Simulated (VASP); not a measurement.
# Cs2AgBiF6 (Fm-3m) in VASP: further runs

Cs2AgBiF6 is run at these levels: PBE; tasks: single point.

Program: VASP 6.6.1. These are calculated values, not measurements. Logs are shortened: lines on timing, memory, paths and dates and some standing lists are left out, and cuts for length are marked.

### Step 1. The cell of the first run

The structure is cubic, space group Fm-3m (No. 225). Conventional cell: a = 9.348 Å, b = 9.348 Å, c = 9.348 Å, α = 90.00°, β = 90.00°, γ = 90.00°. Cs (site symmetry -43m) has 12 F at 3.31 Å and 4 Bi at 4.05 Å and 4 Ag at 4.05 Å within 4.3 Å. Within 3.2 Å of Ag (site symmetry m-3m) lie 6 F at 2.42 Å. Within 3.0 Å of Bi (site symmetry m-3m) lie 6 F at 2.26 Å. Within 3.0 Å of F (site symmetry 4mm) lie 1 Bi at 2.26 Å and 1 Ag at 2.42 Å.

### Step 2. Single point, PBE

File INCAR:

```
SYSTEM = Cs2AgBiF6
  PREC = Accurate
  ENCUT = 520
  EDIFF = 1E-6
  ISMEAR = 0
  SIGMA = 0.01
  LREAL = .FALSE.
  LASPH = .TRUE.
  NELM = 80
  ALGO = Normal
  ISIF = 2
  LWAVE = .FALSE.
  LCHARG = .TRUE.
  GGA = PE
  LELF = .TRUE.
  LVHAR = .TRUE.
  NBANDS = 54
```

File KPOINTS:

```
regular mesh
0
G
  3 3 3
  0 0 0
```

File POSCAR:

```
Cs2AgBiF6
1.0
    0.0000000000      4.6740690000      4.6740690000
    4.6740690000      0.0000000000      4.6740690000
    4.6740690000      4.6740690000      0.0000000000
Cs Ag Bi F
2 1 1 6
Direct
    0.7500000000      0.7500000000      0.7500000000
    0.2500000000      0.2500000000      0.2500000000
    0.5000000000      0.5000000000      0.5000000000
    0.0000000000      0.0000000000      0.0000000000
    0.7587290000      0.2412710000      0.2412710000
    0.2412710000      0.2412710000      0.7587290000
    0.2412710000      0.7587290000      0.7587290000
    0.2412710000      0.7587290000      0.2412710000
    0.7587290000      0.2412710000      0.7587290000
    0.7587290000      0.7587290000      0.2412710000
```

Potentials or basis: VASP PAW PBE potentials, release 64 (Cs_sv, Ag, Bi_d, F).

On the command line:

```console
$ cat potpaw_PBE.64/Cs_sv/POTCAR potpaw_PBE.64/Ag/POTCAR potpaw_PBE.64/Bi_d/POTCAR potpaw_PBE.64/F/POTCAR > POTCAR
$ mpirun -np 1 vasp_std > vasp.out
```

OUTCAR:

```text
SYSTEM = Cs2AgBiF6
   PREC = Accurate
   ENCUT = 520
   EDIFF = 1E-6
   ISMEAR = 0
   LREAL = .FALSE.
   LASPH = .TRUE.
   NELM = 80
   ISIF = 2
   GGA = PE

 ion  position               nearest neighbor table
   1  0.750  0.750  0.750-
   2  0.250  0.250  0.250-
   3  0.500  0.500  0.500-   5 2.42   6 2.42   7 2.42   8 2.42   9 2.42  10 2.42
   4  0.000  0.000  0.000-   5 2.26   6 2.26   7 2.26   8 2.26   9 2.26  10 2.26
   5  0.759  0.241  0.241-   4 2.26   3 2.42
   6  0.241  0.241  0.759-   4 2.26   3 2.42
   7  0.241  0.759  0.759-   4 2.26   3 2.42
   8  0.241  0.759  0.241-   4 2.26   3 2.42
   9  0.759  0.241  0.759-   4 2.26   3 2.42
  10  0.759  0.759  0.241-   4 2.26   3 2.42

  LATTYP: Found a face centered cubic cell.
 ALAT       =     9.3481380000

  Lattice vectors:

 A1 = (   0.0000000000,   4.6740690000,   4.6740690000)
 A2 = (   4.6740690000,   0.0000000000,   4.6740690000)
 A3 = (   4.6740690000,   4.6740690000,   0.0000000000)

Analysis of symmetry for initial positions (statically):
=====================================================================
 Subroutine PRICEL returns:
 Original cell was already a primitive cell.

 Routine SETGRP: Setting up the symmetry group for a
 face centered cubic supercell.

 Subroutine GETGRP returns: Found 48 space group operations
 (whereof 48 operations were pure point group operations)
 out of a pool of 48 trial point group operations.

The static configuration has the point symmetry O_h .

Analysis of symmetry for dynamics (positions and initial velocities):
=====================================================================
 Subroutine PRICEL returns:
 Original cell was already a primitive cell.

 Routine SETGRP: Setting up the symmetry group for a
 face centered cubic supercell.

 Subroutine GETGRP returns: Found 48 space group operations
 (whereof 48 operations were pure point group operations)
 out of a pool of 48 trial point group operations.

The dynamic configuration has the point symmetry O_h .

 Subroutine INISYM returns: Found 48 space group operations
 (whereof 48 operations are pure point group operations),
 and found     1 'primitive' translations

----------------------------------------------------------------------------------------

                                     Primitive cell

  volume of cell :     204.2280

  direct lattice vectors                    reciprocal lattice vectors
     0.000000000  4.674069000  4.674069000    -0.106973175  0.106973175  0.106973175
     4.674069000  0.000000000  4.674069000     0.106973175 -0.106973175  0.106973175
     4.674069000  4.674069000  0.000000000     0.106973175  0.106973175 -0.106973175

  length of vectors
     6.610131771  6.610131771  6.610131771     0.185282974  0.185282974  0.185282974

  position of ions in fractional coordinates (direct lattice)
     0.750000000  0.750000000  0.750000000
     0.250000000  0.250000000  0.250000000
     0.500000000  0.500000000  0.500000000
     0.000000000  0.000000000  0.000000000
     0.758729000  0.241271000  0.241271000
     0.241271000  0.241271000  0.758729000
     0.241271000  0.758729000  0.758729000
     0.241271000  0.758729000  0.241271000
     0.758729000  0.241271000  0.758729000
     0.758729000  0.758729000  0.241271000

  ion indices of the primitive-cell ions
   primitive index   ion index
                 1           1
                 2           2
                 3           3
                 4           4
                 5           5
                 6           6
                 7           7
                 8           8
                 9           9
                10          10

----------------------------------------------------------------------------------------

 KPOINTS: regular mesh

Automatic generation of k-mesh.
 Grid dimensions read from file:
 generate k-points for:    3    3    3

 Generating k-lattice:

  Cartesian coordinates                     Fractional coordinates (reciprocal lattice)
    -0.035657725  0.035657725  0.035657725     0.333333333  0.000000000  0.000000000
     0.035657725 -0.035657725  0.035657725     0.000000000  0.333333333  0.000000000
     0.035657725  0.035657725 -0.035657725     0.000000000  0.000000000  0.333333333

  Length of vectors
     0.061760991  0.061760991  0.061760991

  Shift w.r.t. Gamma in fractional coordinates (k-lattice)
     0.000000000  0.000000000  0.000000000

 Subroutine IBZKPT returns following result:
 ===========================================

 Found      4 irreducible k-points:

 Following reciprocal coordinates:
            Coordinates               Weight
  0.000000  0.000000  0.000000      1.000000
  0.333333  0.000000  0.000000      8.000000
  0.333333  0.333333  0.000000      6.000000
 -0.333333  0.333333  0.000000     12.000000
   k-points           NKPTS =      4   k-points in BZ     NKDIM =      4   number of bands    NBANDS=     54
   number of dos      NEDOS =    301   number of ions     NIONS =     10
   total plane-waves  NPLWV = 125000
   dimension x,y,z NGX =    50 NGY =   50 NGZ =   50
   dimension x,y,z NGXF=   100 NGYF=  100 NGZF=  100
   ions per type =               2   1   1   6
   NGX,Y,Z   is equivalent  to a cutoff of  12.58, 12.58, 12.58 a.u.
   NGXF,Y,Z  is equivalent  to a cutoff of  25.15, 25.15, 25.15 a.u.
 SYSTEM =  Cs2AgBiF6
   PREC   = accura    normal or accurate (medium, high low for compatibility)
   ISTART =      0    job   : 0-new  1-cont  2-samecut
   ICHARG =      2    charge: 1-file 2-atom 10-const
   ISPIN  =      1    spin polarized calculation?
   LNONCOLLINEAR =      F non collinear calculations
   LSORBIT =      F    spin-orbit coupling
   LASPH  =      T    aspherical Exc in radial PAW
   ENCUT  =  520.0 eV  38.22 Ry    6.18 a.u.  12.29 12.29 12.29*2*pi/ulx,y,z
   NELM   =     80;   NELMIN=  2; NELMDL= -5     # of ELM steps
   EDIFF  = 0.1E-05   stopping-criterion for ELM
   LREAL  =      F    real-space projection
   EDIFFG = 0.1E-04   stopping-criterion for IOM
   NSW    =      0    number of steps for IOM
   IBRION =     -1    ionic relax: 0-MD 1-quasi-New 2-CG
   NFREE  =      0    steps in history (QN), initial steepest desc. (CG)
   ISIF   =      2    stress and relaxation
   ISYM   =      2    0-nonsym 1-usesym 2-fastsym
   POTIM  = 0.5000    time-step for ionic-motion
   TEBEG  =    0.0;   TEEND  =   0.0 temperature during run
   PSTRESS=    0.0 pullay stress
   NELECT =      86.0000    total number of electrons
   NUPDOWN=      -1.0000    fix difference up-down
   EMIN   =  10.00;   EMAX   =-10.00  energy-range for DOS
   EFERMI =   0.00;   METHOD = LEGACY
   ISMEAR =     0;   SIGMA  =   0.01  broadening in eV -4-tet -1-fermi 0-gaus
   EFERMI_NEDOS =   21; number of points for ismear=-14 and -15
   IALGO  =     38    algorithm
   IMIX   =      4    mixing-type and parameters
     AMIX     =   0.40;   BMIX     =  1.00
     AMIX_MAG =   1.60;   BMIX_MAG =  1.00
  volume/ion in A,a.u.               =      20.42       137.82
  Fermi-wavevector in a.u.,A,eV,Ry     =   1.227070  2.318825 20.486290  1.505700
  Thomas-Fermi vector in A             =   2.362047
   LORBIT       =      0    0 simple, 1 ext, 2 COOP (PROOUT), +10 PAW based schemes
   GGA     = PE    functional components
   LHFCALC =     F    Hartree Fock is set to
   AEXX    =    0.0000 exact exchange contribution
   IVDW    =     0    specifies the selected vdW correction
   LEPSILON=     F    determine dielectric tensor
   LRPA    =     F    only Hartree local field effects (RPA)
 non-spin polarized calculation
 Gauss-broadening in eV      SIGMA  =   0.01
  energy-cutoff  :      520.00
  volume of cell :      204.23
 maximum number of plane-waves:      5577
 NGX is ok and might be reduce to    50
   NGX = 25   NGY = 25   NGZ = 25

 number of electron      86.0000053 magnetization

 Free energy of the ion-electron system (eV)
  ---------------------------------------------------
  ext. energy  EPLUGINS =         0.00000000
  ---------------------------------------------------
  free energy    TOTEN  =       -42.13837302 eV

  energy without entropy =      -42.13837302  energy(sigma->0) =      -42.13837302

 E-fermi :   1.7719     XC(G=0):  -8.9786

 val. band max:        1.7155582449   @ k =  -0.3333   0.3333   0.0000
 cond. band min:       4.7571781224   @ k =   0.3333   0.0000   0.0000
 fundamental gap:      3.0416198775
 Fermi energy:         1.7718755221

 k-point     1 :       0.0000    0.0000    0.0000
  band No.  band energies     occupation
      1     -21.5132      2.00000
      2     -21.5132      2.00000
      3     -20.7861      2.00000
      4     -20.7615      2.00000
      5     -20.7615      2.00000
      6     -20.7615      2.00000
[... 46 lines left out ...]
     53       9.4878      0.00000
     54       9.5030      0.00000

 k-point     2 :       0.3333    0.0000    0.0000
  band No.  band energies     occupation
      1     -21.5156      2.00000
      2     -21.5156      2.00000
      3     -20.7619      2.00000
      4     -20.7615      2.00000
      5     -20.7615      2.00000
      6     -20.7349      2.00000
[... 46 lines left out ...]
     53       9.6337      0.00000
     54       9.6469      0.00000

 k-point     3 :       0.3333    0.3333    0.0000
  band No.  band energies     occupation
      1     -21.5243      2.00000
      2     -21.5127      2.00000
      3     -20.7619      2.00000
      4     -20.7614      2.00000
      5     -20.7614      2.00000
      6     -20.7221      2.00000
[... 46 lines left out ...]
     53       8.9028      0.00000
     54       9.6794      0.00000

 k-point     4 :      -0.3333    0.3333    0.0000
  band No.  band energies     occupation
      1     -21.5232      2.00000
      2     -21.5154      2.00000
      3     -20.7618      2.00000
      4     -20.7616      2.00000
      5     -20.7614      2.00000
      6     -20.7007      2.00000
[... 46 lines left out ...]
     53       9.4062      0.00000
     54       9.5185      0.00000

------------------------ aborting loop because EDIFF is reached ----------------------------------------

  FORCE on cell =-STRESS in cart. coord.  units (eV):
  Direction    XX          YY          ZZ          XY          YZ          ZX
  --------------------------------------------------------------------------------------
  -------------------------------------------------------------------------------------
  Total        3.2249312      3.2249312      3.2249312     -0.0000000      0.0000000      0.0000000
  in kB       25.2997183     25.2997183     25.2997183     -0.0000000      0.0000000      0.0000000
  external PRESSURE =      25.2997183 kB  Pullay stress =       0.0000000 kB

 VOLUME and BASIS-vectors are now :
 -----------------------------------------------------------------------------
  energy-cutoff  :      520.00
  volume of cell :      204.23
      direct lattice vectors                 reciprocal lattice vectors
     0.000000000  4.674069000  4.674069000    -0.106973175  0.106973175  0.106973175
     4.674069000  0.000000000  4.674069000     0.106973175 -0.106973175  0.106973175
     4.674069000  4.674069000  0.000000000     0.106973175  0.106973175 -0.106973175

 POSITION                                       TOTAL-FORCE (eV/Angst)
 -----------------------------------------------------------------------------------
      7.01110      7.01110      7.01110        -0.000000     -0.000000     -0.000000
      2.33703      2.33703      2.33703         0.000000      0.000000      0.000000
      4.67407      4.67407      4.67407        -0.000000      0.000000      0.000000
      0.00000      0.00000      0.00000        -0.000000     -0.000000      0.000000
      2.25543      4.67407      4.67407         0.120511      0.000000      0.000000
      4.67407      4.67407      2.25543        -0.000000      0.000000      0.120511
      7.09270      4.67407      4.67407        -0.120511      0.000000      0.000000
      4.67407      2.25543      4.67407        -0.000000      0.120511      0.000000
      4.67407      7.09270      4.67407        -0.000000     -0.120511      0.000000
      4.67407      4.67407      7.09270        -0.000000      0.000000     -0.120511
 -----------------------------------------------------------------------------------
    total drift:                                0.000000      0.000000      0.000000

  FREE ENERGIE OF THE ION-ELECTRON SYSTEM (eV)
  ---------------------------------------------------
  free  energy   TOTEN  =       -42.1383730178 eV

  energy  without entropy=      -42.1383730178  energy(sigma->0) =      -42.13837302
```

It took 54 s on 1 thread of AMD EPYC 7R13 (Zen 3), shared host; peak memory 0.33 GiB.

Results:

```yaml
Free_energy: -42.1384 eV
Pressure: 2.5 GPa
Largest_force: 0.121 eV/Å
Band_gap_on_the_k_mesh: 3.04 eV (least direct gap 3.54 eV)
```

Forces in eV/Å, atoms in the order of the input:
```
Cs   0.000  0.000  0.000
Cs   0.000  0.000  0.000
Ag   0.000  0.000  0.000
Bi   0.000  0.000  0.000
F    0.121  0.000  0.000
F    0.000  0.000  0.121
F   -0.121  0.000  0.000
F    0.000  0.121  0.000
F    0.000 -0.121  0.000
F    0.000  0.000 -0.121
```

Caveat: spin-orbit coupling is left out, which moves the levels of the heavy elements; an odd mesh through Γ misses points on the zone boundary, where band edges can lie.

### Step 3. Single point, PBE

File INCAR:

```
ALGO = Normal ; EDIFF = 1E-6
ENCUT = 520 ; GGA = PE
ISIF = 2 ; ISMEAR = 0
LASPH = T ; LCHARG = F
LREAL = F ; LWAVE = F
NBANDS = 54 ; NELM = 100
PREC = Accurate ; SIGMA = 0.01
```

File KPOINTS:

```
k-points
0
Gamma
  3 3 3
```

POSCAR is that of step 2.

Potentials or basis: VASP PAW PBE potentials, release 64 (Cs_sv, Ag, Bi_d, F).

On the command line:

```console
$ cat potpaw_PBE.64/Cs_sv/POTCAR potpaw_PBE.64/Ag/POTCAR potpaw_PBE.64/Bi_d/POTCAR potpaw_PBE.64/F/POTCAR > POTCAR
$ mpirun -np 1 vasp_std > vasp.out
```

Wall time 54 s (1 thread of AMD EPYC 7R13 (Zen 3), shared host); peak memory 0.33 GiB.

The run converged. Its results:

| Item | Value |
| --- | --- |
| Free energy | -42.1384 eV |
| Pressure | 2.5 GPa |
| Largest force | 0.121 eV/Å |
| Band gap on the k mesh | 3.04 eV (least direct gap 3.54 eV) |

Forces in eV/Å, atoms in the order of the input:
```
Cs   0.000  0.000  0.000
Cs   0.000  0.000  0.000
Ag   0.000  0.000  0.000
Bi   0.000  0.000  0.000
F    0.121  0.000  0.000
F    0.000  0.000  0.121
F   -0.121  0.000  0.000
F    0.000  0.121  0.000
F    0.000 -0.121  0.000
F    0.000  0.000 -0.121
```

Levels at points of the mesh, in eV from the valence-band top:
| k point | band 40 | band 41 | band 42 | band 43 | band 44 | band 45 | band 46 | band 47 |
| --- | --- | --- | --- | --- | --- | --- | --- | --- |
| (0.00, 0.00, 0.00) | -1.18 | -1.18 | -0.33 | -0.33 | 3.69 | 3.69 | 3.69 | 4.04 |

Caveat: spin-orbit coupling is left out, which moves the levels of the heavy elements; an odd mesh through Γ misses points on the zone boundary, where band edges can lie.
